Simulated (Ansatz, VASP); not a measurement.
# Tc: VASP beside Ansatz

```
CELL_PARAMETERS angstrom
0.00000 1.95648 1.95648
1.95648 0.00000 1.95648
1.95648 1.95648 0.00000
ATOMIC_POSITIONS crystal
Tc 0.00000 0.00000 0.00000
```

Change from the starting cell: volume scaled by 1.01, crystal datasets.

Alike in both runs: task electric field gradients; functional PBEsol; k mesh 18 × 18 × 18; occupations fermi-dirac, width 0.03 eV; no spin polarisation.

```csv
,VASP,Ansatz
version,VASP 6.6.1,Ansatz 0.2.0
potentials or method,"VASP PAW PBE potentials, release 64 (Tc_pv), cutoff 520 eV","all-electron PAW with datasets made for the crystal, scalar-relativistic"
```

VASP gave:

```
pressure (GPa) : -18.3
```

Q: Which values does Ansatz return?

A: Pressure (GPa): -17.6.

VASP's potentials were made for PBE, not for PBEsol. Ansatz ran all-electron here, and VASP with PAW potentials.
